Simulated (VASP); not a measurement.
Set up this calculation in VASP 6.6.1, as the native input.

| Quantity | Value |
| --- | --- |
| Task | single point |
| Functional | PBE |
| Potentials or basis | VASP PAW PBE potentials, release 64 (Zn, O, H) |
| Cutoff | 520 eV |
| k mesh | 4 × 4 × 8 |
| Occupations | gaussian, width 0.05 eV |
| Spin | no spin polarisation |
| Dipole correction | no |
| Further INCAR settings | ALGO = Normal; EDIFF = 1e-07; NBANDS = 46 |

The structure of Zn4HO4 (a cell with a defect) lies in POSCAR:

```
Zn4HO4
1.0
    5.6098780345      0.0000000000      0.0000000000
    0.0000000000      5.6098780345      0.0000000000
    0.0000000000      0.0000000000      3.2790255992
Zn O H
4 4 1
Direct
    0.1816262562      0.1816262562      0.5000000000
    0.8183737438      0.8183737438      0.5000000000
    0.6816262562      0.3183737438      0.0000000000
    0.3183737438      0.6816262562      0.0000000000
    0.8184651117      0.1815348883      0.5000000000
    0.1815348883      0.8184651117      0.5000000000
    0.6815348883      0.6815348883      0.0000000000
    0.3184651117      0.3184651117      0.0000000000
    0.9999176225      0.8183737438      0.0000000000
```

These files were run (other wordings do the same):

INCAR

```
SYSTEM = Zn4HO4
PREC = Accurate ; ENCUT = 520
EDIFF = 1E-7 ; ISMEAR = 0
SIGMA = 0.05 ; LREAL = .False.
LASPH = .True. ; NELM = 100
ALGO = Normal ; ISIF = 2
LWAVE = .False. ; LCHARG = .True.
GGA = PE ; LELF = .True.
LVHAR = .True. ; NBANDS = 46
```

KPOINTS

```
Automatic mesh
0
Gamma
  4 4 8
  0 0 0
```

Potentials or basis: VASP PAW PBE potentials, release 64 (Zn, O, H).

The run is started by

```sh
$ cat potpaw_PBE.64/Zn/POTCAR potpaw_PBE.64/O/POTCAR potpaw_PBE.64/H/POTCAR > POTCAR
$ mpirun -np 1 vasp_std > vasp.out
```

It gave:

- Pressure: 5.4 GPa
- Largest force: 0.747 eV/Å
- Band gap on the k mesh: zero (an odd number of electrons rules out a gap without spin polarisation)

Caveat: an odd number of electrons without spin polarisation forces a metal; a magnetic or distorted state may lie lower.

Wall time 8.6 min on 1 thread of AMD EPYC 7R13, on a shared host, peak memory 0.29 GiB.
